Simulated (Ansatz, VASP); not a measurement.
**Two plane-wave programs on Te2Mo**

The input POSCAR:

```
Te2Mo
1.0
    3.5421311455      0.0000000000      0.0000000000
   -1.7710655727      3.0675755555      0.0000000000
    0.0000000000      0.0000000000     13.8931385269
Mo Te
2 4
Direct
    0.3333333333      0.6666666667      0.2500000000
    0.6666666667      0.3333333333      0.7500000000
    0.6666666667      0.3333333333      0.3788698369
    0.6666666667      0.3333333333      0.1211301631
    0.3333333333      0.6666666667      0.8788698369
    0.3333333333      0.6666666667      0.6211301631
```

The input INCAR.step1:

```
PREC     = Accurate       # precision mode
ENCUT    = 520            # plane-wave cutoff, eV
ISMEAR   = 0              # smearing method
SIGMA    = 0.01           # smearing width, eV
LREAL    = F              # projectors in reciprocal space
LASPH    = T              # aspherical terms in the spheres
NELM     = 80             # most SCF steps
NBANDS   = 35             # bands
GGA      = PE             # functional
ALGO     = Normal         # electronic algorithm
EDIFF    = 1E-4           # SCF threshold, eV
LWAVE    = T              # write WAVECAR
LCHARG   = F              # write CHGCAR
```

File INCAR.step2:

```
PREC     = Accurate       # precision mode
ENCUT    = 520            # plane-wave cutoff, eV
EDIFF    = 1E-6           # SCF threshold, eV
ISMEAR   = 0              # smearing method
SIGMA    = 0.01           # smearing width, eV
LREAL    = F              # projectors in reciprocal space
LASPH    = T              # aspherical terms in the spheres
NELM     = 80             # most SCF steps
ALGO     = Normal         # electronic algorithm
ISIF     = 2              # what is computed and relaxed
LWAVE    = F              # write WAVECAR
LCHARG   = F              # write CHGCAR
METAGGA  = R2SCAN         # meta-GGA
LMIXTAU  = T            
NBANDS   = 35             # bands
ISTART   = 1
```

The input KPOINTS:

```
regular mesh
0
Gamma
  12 12 2
```

Input for Ansatz:

```yaml
crystal:
  lattice:
    - [3.5421311455, 0.0, 0.0]
    - [-1.7710655727, 3.0675755555, 0.0]
    - [0.0, 0.0, 13.8931385269]
  atoms:
    - { symbol: Mo, position: [0.3333333333, 0.6666666667, 0.25] }
    - { symbol: Mo, position: [0.6666666667, 0.3333333333, 0.75] }
    - { symbol: Te, position: [0.6666666667, 0.3333333333, 0.3788698369] }
    - { symbol: Te, position: [0.6666666667, 0.3333333333, 0.1211301631] }
    - { symbol: Te, position: [0.3333333333, 0.6666666667, 0.8788698369] }
    - { symbol: Te, position: [0.3333333333, 0.6666666667, 0.6211301631] }
kpoints:
  mp_grid: { grid: [12, 12, 2] }
  band_path:
    path:
      - [0.0, 0.0, 0.0]
      - [0.5, 0.0, 0.0]
      - [0.3333333333, 0.3333333333, 0.0]
      - [0.0, 0.0, 0.5]
      - [0.5, 0.0, 0.5]
      - [0.3333333333, 0.3333333333, 0.5]
      - [0.195312, 0.197917, 0.0]
    npoints: 1
hamiltonian:
  xc: r2scan
scf:
  occupations: { method: fixed }
  n_extra_bands: 5
output:
  forces: true
  stress: true
  eigenvalues: true
```

Change from the starting cell: uniaxial_z strain -2.0%.

Alike in both runs: task single point; functional r2SCAN; k mesh 12 × 12 × 2; no spin polarisation.

```csv
,VASP,Ansatz
version,VASP 6.6.1,Ansatz 0.2.0
potentials or method,"VASP PAW PBE potentials, release 64 (Mo_sv, Te)","plane waves, PAW"
plane-wave cutoff (eV),520,500
occupations,"gaussian, width 0.01 eV",fixed
valence electrons in the cell,52,92
```

|  | VASP | Ansatz | Ansatz less VASP |
| --- | --- | --- | --- |
| gap on the k mesh at the Fermi level (eV) | 0.82 | 0.82 | +0.007 |
| pressure (GPa) | 1.8 | 1.7 | -0.12 |
| traceless stress, the component that is largest in VASP (GPa) | 0.50 | 0.44 | -0.062 |
| rms of the force components (eV/Å) | 0.004 | 0.017 | +0.0127 |

VASP's potentials were made for PBE, not for r2SCAN. Atom by atom the forces differ by 0.013 eV/Å (rms over components). VASP's potentials hold 52 valence electrons a cell and Ansatz's 92, so a difference there can come from the potentials and not from the codes.

Spin-orbit coupling is off throughout.
